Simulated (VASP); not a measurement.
Wanted: the native input for a VASP 6.6.1 run.

```yaml
Task: relaxation of cell and atoms
Functional: revPBE
Dispersion: D4
Potentials_or_basis: VASP PAW PBE potentials, release 64 (Cl, Na_pv)
Cutoff: 600 eV
k_mesh: 8 × 8 × 8
Occupations: fermi-dirac, width 0.05 eV
Spin: no spin polarisation
Dipole_correction: no
Further_INCAR_settings: ALGO = Normal; EDIFF = 1e-06; IBRION = 2; EDIFFG = -0.01; NSW = 60; ISIF = 3
```

The structure of NaCl lies in POSCAR:

```
NaCl
1.0
    3.5021900000      0.0000000000      0.0000000000
    0.0000000000      3.5021900000      0.0000000000
    0.0000000000      0.0000000000      3.5021900000
Cl Na
1 1
Direct
    0.5000000000      0.5000000000      0.5000000000
    0.0000000000      0.0000000000      0.0000000000
```

These files were run (other wordings do the same):

INCAR

```
SYSTEM = NaCl
ALGO     = Normal         ! electronic algorithm
EDIFF    = 1E-6           ! SCF threshold, eV
EDIFFG   = -0.01          ! ionic threshold
ENCUT    = 600            ! plane-wave cutoff, eV
GGA      = RE             ! functional
IBRION   = 2              ! ionic algorithm
ISIF     = 3              ! what is computed and relaxed
ISMEAR   = -1             ! smearing method
IVDW     = 13             ! dispersion correction
LASPH    = .TRUE.         ! aspherical terms in the spheres
LCHARG   = .FALSE.        ! write CHGCAR
LREAL    = .FALSE.        ! projectors in reciprocal space
LWAVE    = .FALSE.        ! write WAVECAR
NELM     = 60             ! most SCF steps
NSW      = 60             ! ionic steps
PREC     = Accurate       ! precision mode
SIGMA    = 0.05           ! smearing width, eV
```

KPOINTS

```
k-points
0
G
  8 8 8
  0 0 0
```

Potentials or basis: VASP PAW PBE potentials, release 64 (Cl, Na_pv).

Command:

```console
$ cat potpaw_PBE.64/Cl/POTCAR potpaw_PBE.64/Na_pv/POTCAR > POTCAR
$ mpirun -np 1 vasp_std > vasp.out
```

Results of the run:

- Relaxed volume: 21.54 Å³/atom
- Relaxed cell: a = 3.506 Å, b = 3.506 Å, c = 3.506 Å, α = 90.00°, β = 90.00°, γ = 90.00°
- Space group after relaxing (to 0.1 Å): Pm-3m (No. 221)
- Energy gained by relaxing: 0.0 meV/atom
- Ionic steps: 2
- Pressure after relaxing: 0.1 GPa
- Band gap on the k mesh: 4.24 eV (least direct gap 4.72 eV)
- Dispersion energy per atom: -0.182 eV

Caveat: the PAW data sets were made with another functional, which shifts forces and pressure a little.

Run time: 9 s on 1 thread of Intel(R) Xeon(R) 6975P-C (Granite Rapids), on a shared host, peak memory 0.15 GiB.
